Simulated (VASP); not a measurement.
# Fe: single point with r2SCAN

Fe:

```
CELL_PARAMETERS angstrom
0.00000 2.43763 2.43763
2.43763 0.00000 2.43763
2.43763 2.43763 0.00000
ATOMIC_POSITIONS crystal
Fe 0.12500 0.12500 0.12500
Fe 0.87500 0.87500 0.87500
```

This cell differs from its parent crystal: volume scaled by 1.04.

```json
{
 "Program": "VASP 6.6.1",
 "Task": "single point",
 "Functional": "r2SCAN",
 "Potentials or basis": "VASP PAW PBE potentials, release 64 (Fe)",
 "Cutoff": "520 eV",
 "k mesh": "13 × 13 × 13",
 "Occupations": "fermi-dirac, width 0.1 eV",
 "Spin": "no spin polarisation",
 "Dipole correction": "no",
 "Further INCAR settings": "ALGO = Normal; EDIFF = 1e-06; NBANDS = 15"
}
```

* Pressure: -6.9 GPa
* Band gap on the k mesh: zero (band 8 reaches 3.91 eV, above the bottom of band 9 at 3.10 eV)

Levels at points of the mesh, in eV from the Fermi level:
```
           k point  band 6  band 7  band 8  band 9  band 10  band 11
(0.00, 0.00, 0.00)   -2.62   -0.38   -0.38   -0.38     1.26     1.26
```

It took 100 s on 1 thread of Intel(R) Xeon(R) 6975P-C (Granite Rapids) (shared host), peak memory 0.17 GiB.

Caveat: the PAW data sets were made with another functional, which shifts forces and pressure a little; the run has no spin polarisation, though such a crystal can be magnetic. Spin polarisation is off, so any magnetic state and its effect on volume and gap are missing.
